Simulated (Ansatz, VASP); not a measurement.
# LiF in VASP and in Ansatz

```
Li F
1.0
     0.00000    1.89525    2.27430
     1.89525    0.00000    2.27430
     1.89525    1.89525    0.00000
Li F
1 1
Direct
  0.00000 0.00000 0.00000
  0.50000 0.50000 0.50000
```

Alike in both runs: task single point; functional PBE; k mesh 12 × 12 × 12; occupations gaussian, width 0.05 eV; no spin polarisation.

|  | VASP | Ansatz |
| --- | --- | --- |
| version | VASP 6.6.1 | Ansatz 0.2.0 |
| potentials or method | VASP PAW PBE potentials, release 64 (Li_sv, F), cutoff 520 eV | scalar-relativistic, plane waves, PAW |
| valence electrons in the cell | 10 | 10 |

|  | VASP | Ansatz | Ansatz less VASP |
| --- | --- | --- | --- |
| gap on the k mesh at the Fermi level (eV) | 8.89 | 8.89 | +0.005 |
| least direct gap on the mesh (eV) | 8.89 | 8.89 | +0.005 |

Noted on VASP's run: the cutoff is short for stress, so the pressure is rough.
